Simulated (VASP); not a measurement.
Here is a VASP 6.6.1 calculation.

Contents of INCAR:

```
SYSTEM = Al2Cu
PREC = Accurate
ENCUT = 520
EDIFF = 1E-6
ISMEAR = 0
SIGMA = 0.15
LREAL = .FALSE.
LASPH = .TRUE.
NELM = 80
ALGO = Fast
ISIF = 2
LWAVE = .FALSE.
LCHARG = .FALSE.
GGA = PS
NBANDS = 26
```

The input KPOINTS:

```
Automatic mesh
0
G
  10 10 10
  0 0 0
```

POSCAR

```
Al2Cu
1.0
   -3.0864000000      3.0864000000      2.4621000000
    3.0864000000     -3.0864000000      2.4621000000
    3.0864000000      3.0864000000     -2.4621000000
Al Cu
4 2
Direct
    0.1593210787      0.6593210787      0.8186421574
    0.6593210787      0.8406789213      0.5000000000
    0.8406789213      0.3406789213      0.1813578426
    0.3406789213      0.1593210787      0.5000000000
    0.7500000000      0.7500000000      0.0000000000
    0.2500000000      0.2500000000      0.0000000000
```

Potentials or basis: VASP PAW PBE potentials, release 64 (Al, Cu).

Run with:

```sh
$ cat potpaw_PBE.64/Al/POTCAR potpaw_PBE.64/Cu/POTCAR > POTCAR
$ mpirun -np 1 vasp_std > vasp.out
```

Q: Estimate the largest force.

A: 0.023 eV/Å.

Q: Estimate the pressure.

A: -7.0 GPa.

Stress tensor (GPa, compression positive):
```
-7.39  0.00  0.00
 0.00 -7.39  0.00
 0.00  0.00 -6.34
```

Caveat: the cell stands under tension; the PAW data sets were made with another functional, which shifts forces and pressure a little.
